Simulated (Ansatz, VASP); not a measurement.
## HgPt in VASP and in Ansatz

The input INCAR:

```
SYSTEM = HgPt
ALGO = Normal
EDIFF = 1E-8
ENCUT = 520
GGA = CA
ISIF = 2
ISMEAR = -1
LASPH = .True.
LCHARG = .False.
LEFG = .True.
LREAL = .False.
LWAVE = .False.
NBANDS = 18
NELM = 80
PREC = Accurate
SIGMA = 0.03
```

File KPOINTS:

```
k-points
0
Gamma
  12 12 10
  0 0 0
```

POSCAR

```
HgPt
1.0
    2.9308464291      0.0000000000      0.0000000000
    0.0000000000      2.9308464291      0.0000000000
    0.0000000000      0.0000000000      3.7733044737
Hg Pt
1 1
Direct
    0.0000000000      0.0000000000      0.0000000000
    0.5000000000      0.5000000000      0.5000000000
```

Input for Ansatz:

```yaml
crystal:
  lattice:
    - [2.9308464291, 0.0, 0.0]
    - [0.0, 2.9308464291, 0.0]
    - [0.0, 0.0, 3.7733044737]
  atoms:
    - { symbol: Hg, position: [0.0, 0.0, 0.0] }
    - { symbol: Pt, position: [0.5, 0.5, 0.5] }
kpoints:
  mp_grid: { grid: [12, 12, 10] }
scf:
  occupations: { method: fermi_dirac, width: 0.03 }
hamiltonian:
  xc: lda
  pseudopotentials: { kind: all_electron, datasets: crystal }
output:
  forces: true
  stress: true
  eigenvalues: true
  efg: { contact_densities: true }
```

Change from the starting cell: volume scaled by 0.96, crystal datasets.

Alike in both runs: task electric field gradients; functional LDA; k mesh 12 × 12 × 10; occupations fermi-dirac, width 0.03 eV; no spin polarisation.

|  | VASP | Ansatz |
| --- | --- | --- |
| version | VASP 6.6.1 | Ansatz 0.2.0 |
| potentials or method | VASP PAW LDA potentials, release 64 (Hg, Pt), cutoff 520 eV | all-electron PAW with datasets made for the crystal, scalar-relativistic |

```csv
,VASP,Ansatz,Ansatz less VASP
pressure (GPa),9.4,6.9,-2.48
"traceless stress, the component that is largest in VASP (GPa)",0.73,0.58,-0.151
size of Vzz on the site where it differs most (V/Å²),109.5,116.1,+6.67
```

LDA's correlation is that of Perdew and Zunger in VASP and of Perdew and Wang (1992) in Ansatz. Ansatz ran all-electron here, and VASP with PAW potentials.

Spin-orbit coupling is off throughout.
